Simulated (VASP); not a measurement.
# Ru (Fm-3m) in VASP: further runs

Ru is run at these levels: r2SCAN; tasks: single point, relaxation of cell and atoms.

All numbers are computed with VASP 6.6.1; they aren't measurements. Logs are shortened: lines on timing, memory, paths and dates and some standing lists are left out, and cuts for length are marked.

**1. The cell of the first run**

It takes space group Fm-3m (No. 225, cubic). The conventional cell has a = 3.791 Å, b = 3.791 Å, c = 3.791 Å, α = 90.00°, β = 90.00°, γ = 90.00°. Ru (site symmetry m-3m) has 12 Ru at 2.68 Å within 3.5 Å.

This isn't the form of Ru at room conditions, which is hcp.

**2. Single point, r2SCAN**

Input file POSCAR:

```
Ru
1.0
    0.0000000000      1.8956891339      1.8956891339
    1.8956891339      0.0000000000      1.8956891339
    1.8956891339      1.8956891339      0.0000000000
Ru
1
Direct
    0.0000000000      0.0000000000      0.0000000000
```

Input file INCAR.step1:

```
SYSTEM = Ru
PREC     = Accurate       ! precision mode
ENCUT    = 520            ! plane-wave cutoff, eV
ISMEAR   = 0              ! smearing method
SIGMA    = 0.1            ! smearing width, eV
LREAL    = .FALSE.        ! projectors in reciprocal space
LASPH    = .TRUE.         ! aspherical terms in the spheres
NELM     = 80             ! most SCF steps
NBANDS   = 13             ! bands
GGA      = PE             ! functional
ALGO     = Normal         ! electronic algorithm
EDIFF    = 1E-4           ! SCF threshold, eV
LWAVE    = .TRUE.         ! write WAVECAR
LCHARG   = .FALSE.        ! write CHGCAR
```

Input file INCAR.step2:

```
SYSTEM = Ru
PREC     = Accurate       ! precision mode
ENCUT    = 520            ! plane-wave cutoff, eV
EDIFF    = 1E-7           ! SCF threshold, eV
ISMEAR   = 0              ! smearing method
SIGMA    = 0.1            ! smearing width, eV
LREAL    = .FALSE.        ! projectors in reciprocal space
LASPH    = .TRUE.         ! aspherical terms in the spheres
NELM     = 80             ! most SCF steps
ALGO     = Normal         ! electronic algorithm
ISIF     = 2              ! what is computed and relaxed
LWAVE    = .FALSE.        ! write WAVECAR
LCHARG   = .FALSE.        ! write CHGCAR
METAGGA  = R2SCAN         ! meta-GGA
LMIXTAU  = .TRUE.       
NBANDS   = 13             ! bands
ISTART   = 1
```

Input file KPOINTS:

```
Automatic mesh
0
G
  8 8 8
  0 0 0
```

Potentials or basis: VASP PAW PBE potentials, release 64 (Ru_pv).

Started as:

```sh
cat potpaw_PBE.64/Ru_pv/POTCAR > POTCAR
cp INCAR.step1 INCAR
mpirun -np 1 vasp_std > vasp.out
cp INCAR.step2 INCAR
mpirun -np 1 vasp_std > vasp.out
```

OUTCAR:

```text
SYSTEM = Ru
   PREC = Accurate
   ENCUT = 520
   EDIFF = 1E-7
   ISMEAR = 0
   LREAL = .FALSE.
   LASPH = .TRUE.
   NELM = 80
   ISIF = 2
   METAGGA = R2SCAN
   ISTART = 1

 ion  position               nearest neighbor table
   1  0.000  0.000  0.000-

  LATTYP: Found a face centered cubic cell.
 ALAT       =     3.7913782678

  Lattice vectors:

 A1 = (   0.0000000000,   1.8956891339,   1.8956891339)
 A2 = (   1.8956891339,   0.0000000000,   1.8956891339)
 A3 = (   1.8956891339,   1.8956891339,   0.0000000000)

Analysis of symmetry for initial positions (statically):
=====================================================================
 Subroutine PRICEL returns:
 Original cell was already a primitive cell.

 Routine SETGRP: Setting up the symmetry group for a
 face centered cubic supercell.

 Subroutine GETGRP returns: Found 48 space group operations
 (whereof 48 operations were pure point group operations)
 out of a pool of 48 trial point group operations.

The static configuration has the point symmetry O_h .

Analysis of symmetry for dynamics (positions and initial velocities):
=====================================================================
 Subroutine PRICEL returns:
 Original cell was already a primitive cell.

 Routine SETGRP: Setting up the symmetry group for a
 face centered cubic supercell.

 Subroutine GETGRP returns: Found 48 space group operations
 (whereof 48 operations were pure point group operations)
 out of a pool of 48 trial point group operations.

The dynamic configuration has the point symmetry O_h .

 Subroutine INISYM returns: Found 48 space group operations
 (whereof 48 operations are pure point group operations),
 and found     1 'primitive' translations

----------------------------------------------------------------------------------------

                                     Primitive cell

  volume of cell :      13.6248

  direct lattice vectors                    reciprocal lattice vectors
     0.000000000  1.895689134  1.895689134    -0.263756325  0.263756325  0.263756325
     1.895689134  0.000000000  1.895689134     0.263756325 -0.263756325  0.263756325
     1.895689134  1.895689134  0.000000000     0.263756325  0.263756325 -0.263756325

  length of vectors
     2.680909283  2.680909283  2.680909283     0.456839356  0.456839356  0.456839356

  position of ions in fractional coordinates (direct lattice)
     0.000000000  0.000000000  0.000000000

  ion indices of the primitive-cell ions
   primitive index   ion index
                 1           1

[... 83 lines left out ...]
   NUPDOWN=      -1.0000    fix difference up-down
   EMIN   =  10.00;   EMAX   =-10.00  energy-range for DOS
   EFERMI =   0.00;   METHOD = LEGACY
   ISMEAR =     0;   SIGMA  =   0.10  broadening in eV -4-tet -1-fermi 0-gaus
   EFERMI_NEDOS =   21; number of points for ismear=-14 and -15
   IALGO  =     38    algorithm
   IMIX   =      4    mixing-type and parameters
     AMIX     =   0.40;   BMIX     =  1.00
     AMIX_MAG =   1.60;   BMIX_MAG =  1.00
  volume/ion in A,a.u.               =      13.62        91.94
  Fermi-wavevector in a.u.,A,eV,Ry     =   1.651989  3.121806 37.131204  2.729066
  Thomas-Fermi vector in A             =   2.740674
   LORBIT       =      0    0 simple, 1 ext, 2 COOP (PROOUT), +10 PAW based schemes
   METAGGA = R2SCAN    functional components
   LHFCALC =     F    Hartree Fock is set to
   AEXX    =    0.0000 exact exchange contribution
   IVDW    =     0    specifies the selected vdW correction
   LEPSILON=     F    determine dielectric tensor
   LRPA    =     F    only Hartree local field effects (RPA)
 non-spin polarized calculation
 Gauss-broadening in eV      SIGMA  =   0.10
  energy-cutoff  :      520.00
  volume of cell :       13.62
 maximum number of plane-waves:       380
   NGX =  9   NGY =  9   NGZ =  9

 number of electron      14.0000005 magnetization

 Free energy of the ion-electron system (eV)
  ---------------------------------------------------
  ext. energy  EPLUGINS =         0.00000000
  ---------------------------------------------------
  free energy    TOTEN  =       -25.34691887 eV

  energy without entropy =      -25.34325199  energy(sigma->0) =      -25.34508543

 E-fermi :  12.4481     XC(G=0): -15.3736

 val. band max:       12.4419949023   @ k =   0.0000   0.0000   0.0000
 cond. band min:      12.6164711808   @ k =   0.2500   0.0000   0.0000
 fundamental gap:      0.1744762785
 Fermi energy:        12.4480714053

 k-point     1 :       0.0000    0.0000    0.0000
  band No.  band energies     occupation
      1     -31.1819      2.00000
      2     -31.1819      2.00000
      3     -31.1819      2.00000
      4       4.3352      2.00000
      5       9.9096      2.00000
      6       9.9096      2.00000
      7       9.9096      2.00000
      8      12.4420      1.06848
      9      12.4420      1.06848
     10      21.1358      0.00000
     11      28.3051      0.00000
     12      34.3881      0.00000
     13      34.3881      0.00000
[... 354 lines left out ...]
  band No.  band energies     occupation
      1     -32.1654      2.00000
      2     -31.6355      2.00000
      3     -31.4299      2.00000
      4       7.5671      2.00000
      5       8.5041      2.00000
      6      10.3137      2.00000
      7      11.1459      2.00000
      8      14.1306      0.00000
      9      19.2125      0.00000
     10      21.1355      0.00000
     11      22.6652      0.00000
     12      29.6128      0.00000
     13      30.8910      0.00000

 [... further k-points ...]

------------------------ aborting loop because EDIFF is reached ----------------------------------------

  FORCE on cell =-STRESS in cart. coord.  units (eV):
  Direction    XX          YY          ZZ          XY          YZ          ZX
  --------------------------------------------------------------------------------------
  -------------------------------------------------------------------------------------
  Total       -0.1075089     -0.1075089     -0.1075089     -0.0000000     -0.0000000     -0.0000000
  in kB      -12.6422267    -12.6422267    -12.6422267     -0.0000000     -0.0000000     -0.0000000
  external PRESSURE =     -12.6422267 kB  Pullay stress =       0.0000000 kB

 VOLUME and BASIS-vectors are now :
 -----------------------------------------------------------------------------
  energy-cutoff  :      520.00
  volume of cell :       13.62
      direct lattice vectors                 reciprocal lattice vectors
     0.000000000  1.895689134  1.895689134    -0.263756325  0.263756325  0.263756325
     1.895689134  0.000000000  1.895689134     0.263756325 -0.263756325  0.263756325
     1.895689134  1.895689134  0.000000000     0.263756325  0.263756325 -0.263756325

 POSITION                                       TOTAL-FORCE (eV/Angst)
 -----------------------------------------------------------------------------------
      0.00000      0.00000      0.00000        -0.000000      0.000000      0.000000
 -----------------------------------------------------------------------------------
    total drift:                                0.000000      0.000000      0.000000

  FREE ENERGIE OF THE ION-ELECTRON SYSTEM (eV)
  ---------------------------------------------------
  free  energy   TOTEN  =       -25.3469188655 eV

  energy  without entropy=      -25.3432519852  energy(sigma->0) =      -25.34508543
```

Wall time 24 s (1 thread of Intel Xeon 8259CL, shared host); peak memory 0.13 GiB.

What came out:

```yaml
Free_energy: -25.3469 eV
Pressure: -1.3 GPa
Band_gap_on_the_k_mesh: zero (bands 7 and 8 overlap by 3.25 eV)
```

Levels at points of the mesh, in eV from the Fermi level:
| k point | band 4 | band 5 | band 6 | band 7 | band 8 | band 9 | band 10 | band 11 |
| --- | --- | --- | --- | --- | --- | --- | --- | --- |
| (0.00, 0.00, 0.00) | -8.11 | -2.54 | -2.54 | -2.54 | -0.01 | -0.01 | 8.69 | 15.86 |
| (0.50, 0.00, 0.00) | -6.20 | -2.67 | -2.67 | 1.20 | 1.94 | 1.94 | 8.69 | 10.69 |
| (0.50, 0.50, 0.00) | -6.52 | -6.03 | 1.88 | 2.48 | 2.48 | 3.95 | 8.69 | 14.25 |

Caveat: an empty level that is flat over the whole mesh can mark a ghost state of the potentials, or a narrow d or f band; the PAW data sets were made with another functional, which shifts forces and pressure a little.

**3. Single point, r2SCAN**

This run uses another cell than the first one, of 13.55 Å³/atom.

Input file POSCAR:

```
Ru
1.0
    0.0000000000      1.8922865730      1.8922865730
    1.8922865730      0.0000000000      1.8922865730
    1.8922865730      1.8922865730      0.0000000000
Ru
1
Direct
    0.0000000000      0.0000000000      0.0000000000
```

Input file INCAR.step1:

```
SYSTEM = Ru
PREC = Accurate ; ENCUT = 520
ISMEAR = 0 ; SIGMA = 0.1
LREAL = .FALSE. ; LASPH = .TRUE.
NELM = 100 ; NBANDS = 13
GGA = PE ; ALGO = Normal
EDIFF = 1E-4 ; LWAVE = .TRUE.
LCHARG = .FALSE.
```

Input file INCAR.step2:

```
SYSTEM = Ru
PREC = Accurate ; ENCUT = 520
EDIFF = 1E-6 ; ISMEAR = 0
SIGMA = 0.1 ; LREAL = .FALSE.
LASPH = .TRUE. ; NELM = 100
ALGO = Normal ; ISIF = 2
LWAVE = .FALSE. ; LCHARG = .FALSE.
METAGGA = R2SCAN ; LMIXTAU = .TRUE.
NBANDS = 13 ; ISTART = 1
```

Input file KPOINTS:

```
Automatic mesh
0
G
  18 18 18
  0 0 0
```

Potentials or basis: VASP PAW PBE potentials, release 64 (Ru_pv).

Started as:

```sh
cat potpaw_PBE.64/Ru_pv/POTCAR > POTCAR
cp INCAR.step1 INCAR
mpirun -np 1 vasp_std > vasp.out
cp INCAR.step2 INCAR
mpirun -np 1 vasp_std > vasp.out
```

Wall time 1.8 min (1 thread of Intel Xeon 8259CL, shared host); peak memory 0.15 GiB.

The run converged. Its results:

* Free energy: -25.3098 eV
* Pressure: 1.5 GPa
* Band gap on the k mesh: zero (bands 7 and 8 overlap by 3.60 eV)

Levels at points of the mesh, in eV from the Fermi level:
```
           k point  band 5  band 6  band 7  band 8  band 9  band 10
(0.00, 0.00, 0.00)   -2.65   -2.65   -2.65   -0.10   -0.10     8.58
(0.50, 0.00, 0.00)   -2.79   -2.79    1.12    1.86    1.86     8.58
(0.50, 0.50, 0.00)   -6.17    1.80    2.41    2.41    3.88     8.58
```

Caveat: an empty level that is flat over the whole mesh can mark a ghost state of the potentials, or a narrow d or f band; the PAW data sets were made with another functional, which shifts forces and pressure a little.

**4. Relaxation of cell and atoms, r2SCAN**

Input file POSCAR:

```
Ru
1.0
    0.0000000000      1.8956891339      1.8956891339
    1.8956891339      0.0000000000      1.8956891339
    1.8956891339      1.8956891339      0.0000000000
Ru
1
Direct
    0.0000000000      0.0000000000      0.0000000000
```

Input file INCAR.step1:

```
SYSTEM = Ru
ALGO = Normal ; EDIFF = 1E-4
ENCUT = 600 ; GGA = PE
ISMEAR = 0 ; LASPH = .TRUE.
LCHARG = .FALSE. ; LREAL = .FALSE.
LWAVE = .TRUE. ; NELM = 100
PREC = Accurate ; SIGMA = 0.1
```

Input file INCAR.step2:

```
SYSTEM = Ru
ALGO = Normal ; EDIFF = 1E-6
EDIFFG = -0.005 ; ENCUT = 600
IBRION = 2 ; ISIF = 3
ISMEAR = 0 ; ISTART = 1
LASPH = .TRUE. ; LCHARG = .FALSE.
LMIXTAU = .TRUE. ; LREAL = .FALSE.
LWAVE = .FALSE. ; METAGGA = R2SCAN
NELM = 100 ; NSW = 100
PREC = Accurate ; SIGMA = 0.1
```

Input file KPOINTS:

```
k-points
0
G
  18 18 18
  0 0 0
```

Potentials or basis: VASP PAW PBE potentials, release 64 (Ru_pv).

Started as:

```sh
cat potpaw_PBE.64/Ru_pv/POTCAR > POTCAR
cp INCAR.step1 INCAR
mpirun -np 1 vasp_std > vasp.out
cp INCAR.step2 INCAR
mpirun -np 1 vasp_std > vasp.out
```

OUTCAR:

```text
SYSTEM = Ru
   EDIFF = 1E-6
   EDIFFG = -0.005
   ENCUT = 600
   IBRION = 2
   ISIF = 3
   ISMEAR = 0
   ISTART = 1
   LASPH = .TRUE.
   LREAL = .FALSE.
   METAGGA = R2SCAN
   NELM = 100
   NSW = 100
   PREC = Accurate

 ion  position               nearest neighbor table
   1  0.000  0.000  0.000-

  LATTYP: Found a face centered cubic cell.
 ALAT       =     3.7913782678

  Lattice vectors:

 A1 = (   0.0000000000,   1.8956891339,   1.8956891339)
 A2 = (   1.8956891339,   0.0000000000,   1.8956891339)
 A3 = (   1.8956891339,   1.8956891339,   0.0000000000)

Analysis of symmetry for initial positions (statically):
=====================================================================
 Subroutine PRICEL returns:
 Original cell was already a primitive cell.

 Routine SETGRP: Setting up the symmetry group for a
 face centered cubic supercell.

 Subroutine GETGRP returns: Found 48 space group operations
 (whereof 48 operations were pure point group operations)
 out of a pool of 48 trial point group operations.

The static configuration has the point symmetry O_h .

Analysis of symmetry for dynamics (positions and initial velocities):
=====================================================================
 Subroutine PRICEL returns:
 Original cell was already a primitive cell.

 Routine SETGRP: Setting up the symmetry group for a
 face centered cubic supercell.

 Subroutine GETGRP returns: Found 48 space group operations
 (whereof 48 operations were pure point group operations)
 out of a pool of 48 trial point group operations.

The dynamic configuration has the point symmetry O_h .

 Subroutine INISYM returns: Found 48 space group operations
 (whereof 48 operations are pure point group operations),
 and found     1 'primitive' translations

[... 122 lines left out ...]
   LRPA    =     F    only Hartree local field effects (RPA)
 conjugate gradient relaxation of ions
 non-spin polarized calculation
 Gauss-broadening in eV      SIGMA  =   0.10
  energy-cutoff  :      600.00
  volume of cell :       13.62
 maximum number of plane-waves:       469
 NGX is ok and might be reduce to    24
   NGX = 11   NGY = 11   NGZ = 11

--------------------------------------- Ionic step        1  -------------------------------------------

 number of electron      14.0000002 magnetization

 Free energy of the ion-electron system (eV)
  ---------------------------------------------------
  ext. energy  EPLUGINS =         0.00000000
  ---------------------------------------------------
  free energy    TOTEN  =       -25.30884281 eV

  energy without entropy =      -25.30408707  energy(sigma->0) =      -25.30646494

------------------------ aborting loop because EDIFF is reached ----------------------------------------

  FORCE on cell =-STRESS in cart. coord.  units (eV):
  Direction    XX          YY          ZZ          XY          YZ          ZX
  --------------------------------------------------------------------------------------
  -------------------------------------------------------------------------------------
  Total       -0.0317731     -0.0317731     -0.0317731      0.0000000     -0.0000000      0.0000000
  in kB       -3.7362772     -3.7362772     -3.7362772      0.0000000     -0.0000000      0.0000000
  external PRESSURE =      -3.7362772 kB  Pullay stress =       0.0000000 kB
[... 57 lines left out ...]
--------------------------------------- Ionic step        3  -------------------------------------------

 number of electron      14.0000002 magnetization

 Free energy of the ion-electron system (eV)
  ---------------------------------------------------
  ext. energy  EPLUGINS =         0.00000000
  ---------------------------------------------------
  free energy    TOTEN  =       -25.30885869 eV

  energy without entropy =      -25.30411572  energy(sigma->0) =      -25.30648721

 E-fermi :  12.5517     XC(G=0): -15.3851

 val. band max:       12.5428965594   @ k =   0.3333   0.2778   0.0000
 cond. band min:      12.5563185210   @ k =   0.1667   0.0556   0.0000
 fundamental gap:      0.0134219617
 Fermi energy:        12.5517065840

 k-point     1 :       0.0000    0.0000    0.0000
  band No.  band energies     occupation
      1     -31.1740      2.00000
      2     -31.1740      2.00000
      3     -31.1740      2.00000
      4       4.3463      2.00000
      5       9.9209      2.00000
      6       9.9209      2.00000
      7       9.9209      2.00000
      8      12.4525      1.83946
      9      12.4525      1.83946
     10      21.1271      0.00000
     11      28.3134      0.00000
[... 309 lines left out ...]
 k-point    24 :      -0.2222    0.0556    0.0000
  band No.  band energies     occupation
      1     -31.7305      2.00000
      2     -31.2845      2.00000
      3     -31.2344      2.00000
      4       6.3339      2.00000
      5       9.4268      2.00000
      6      10.3596      2.00000
      7      10.4343      2.00000
      8      12.1841      2.00000
      9      13.0269      0.00000
     10      21.1272      0.00000
     11      28.8661      0.00000

 [... further k-points ...]
[... 5 lines left out ...]
  --------------------------------------------------------------------------------------
  -------------------------------------------------------------------------------------
  Total        0.0024504      0.0024504      0.0024504      0.0000000      0.0000000      0.0000000
  in kB        0.2884678      0.2884678      0.2884678      0.0000000      0.0000000      0.0000000
  external PRESSURE =       0.2884678 kB  Pullay stress =       0.0000000 kB
[... 16 lines left out ...]
  FREE ENERGIE OF THE ION-ELECTRON SYSTEM (eV)
  ---------------------------------------------------
  free  energy   TOTEN  =       -25.3088586932 eV

  energy  without entropy=      -25.3041157233  energy(sigma->0) =      -25.30648721

 reached required accuracy - stopping structural energy minimisation
```

It took 4 min on 1 thread of Intel Xeon 8259CL, shared host; peak memory 0.18 GiB.

What came out:

- Free energy: -25.3089 eV
- Relaxed volume: 13.61 Å³/atom
- Relaxed cell: a = 2.680 Å, b = 2.680 Å, c = 2.680 Å, α = 60.00°, β = 60.00°, γ = 60.00°
- Space group after relaxing (to 0.1 Å): Fm-3m (No. 225)
- Energy gained by relaxing: 0.0 meV/atom
- Ionic steps: 3
- Pressure after relaxing: 0.0 GPa
- Band gap on the k mesh: zero (bands 7 and 8 overlap by 3.58 eV)

Final structure:
```
Ru
1.0
     0.00000    1.89500    1.89500
     1.89500    0.00000    1.89500
     1.89500    1.89500    0.00000
Ru
1
Direct
  0.00000 0.00000 0.00000
```

Caveat: an empty level that is flat over the whole mesh can mark a ghost state of the potentials, or a narrow d or f band; the PAW data sets were made with another functional, which shifts forces and pressure a little.

**5. Overview**

| task | cell | k mesh | cutoff (eV) | gap on the mesh (eV) | pressure (GPa) |
| --- | --- | --- | --- | --- | --- |
| single point | a = 2.681 Å, angles 60.0°, 1 atom | 8 × 8 × 8 | 520 | none | -1.3 |
| single point | a = 2.676 Å, angles 60.0°, 1 atom | 18 × 18 × 18 | 520 | none | 1.5 |
| relaxation of cell and atoms | relaxed from a = 2.681 Å, angles 60.0°, 1 atom | 18 × 18 × 18 | 600 | none | 0.0 |

Alike in all rows: level r2SCAN; potentials or basis VASP PAW PBE potentials, release 64 (Ru_pv); no spin polarisation; smearing gaussian 0.1 eV.

Caveats: an empty level that is flat over the whole mesh can mark a ghost state of the potentials, or a narrow d or f band; the PAW data sets were made with another functional, which shifts forces and pressure a little.

Absolute energies hang on the potentials; compare differences alone.
